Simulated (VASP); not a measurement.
Wanted: the native input for a VASP 6.6.1 run.

| Property | Result |
| --- | --- |
| Task | single point |
| Functional | PBE |
| Potentials or basis | VASP PAW PBE potentials, release 64 (Ba_sv, Ti_sv, O) |
| Cutoff | 520 eV |
| k mesh | 6 × 4 × 4 |
| Occupations | gaussian, width 0.05 eV |
| Spin | no spin polarisation |
| Dipole correction | no |
| Further INCAR settings | ALGO = Normal; EDIFF = 1e-06; NBANDS = 51 |

The structure of BaTiO3 lies in POSCAR:

```
BaTiO3
1.0
   -4.0192501418      0.0000000000      0.0000000000
    0.0000000000      4.0192501418      4.0192501418
    0.0000000000      4.0192501418     -4.0192501418
Ba Ti O
2 2 6
Direct
    0.4963704698      0.4978432120      0.0002230281
    0.5036295302      0.0021567880      0.4997769719
    0.9891508328      0.0075059372      0.0119470230
    1.0108491672      0.4924940628      0.4880529770
    0.4799384673      0.0163374006      0.0022610592
    0.5200615327      0.4836625994      0.4977389408
    0.9968080357      0.7540556075      0.7541244949
    1.0031919643      0.2459443925      0.2458755051
   -0.0131920945      0.7568665238      0.2449652406
    0.0131920945      0.2431334762      0.7550347594
```

These files were run (other wordings do the same):

INCAR

```
SYSTEM = BaTiO3
PREC = Accurate
ENCUT = 520
EDIFF = 1E-6
ISMEAR = 0
SIGMA = 0.05
LREAL = .False.
LASPH = .True.
NELM = 80
ALGO = Normal
ISIF = 2
LWAVE = .False.
LCHARG = .False.
GGA = PE
NBANDS = 51
```

KPOINTS

```
regular mesh
0
Gamma
  6 4 4
  0 0 0
```

Potentials or basis: VASP PAW PBE potentials, release 64 (Ba_sv, Ti_sv, O).

The run is started by

```bash
$ cat potpaw_PBE.64/Ba_sv/POTCAR potpaw_PBE.64/Ti_sv/POTCAR potpaw_PBE.64/O/POTCAR > POTCAR
$ mpirun -np 1 vasp_std > vasp.out
```

Results of the run:

| Property | Result |
| --- | --- |
| Pressure | 2.7 GPa |
| Largest force | 2.068 eV/Å |
| Band gap on the k mesh | 1.50 eV |

Caveat: spin-orbit coupling is left out, which moves the levels of the heavy elements; forces of over 1 eV/Å act on the atoms, so gaps and moduli don't describe the material at rest.

It took 6.1 min on 1 thread of Oxide Virtual Turin-like Processor, on a shared host, peak memory 0.38 GiB.
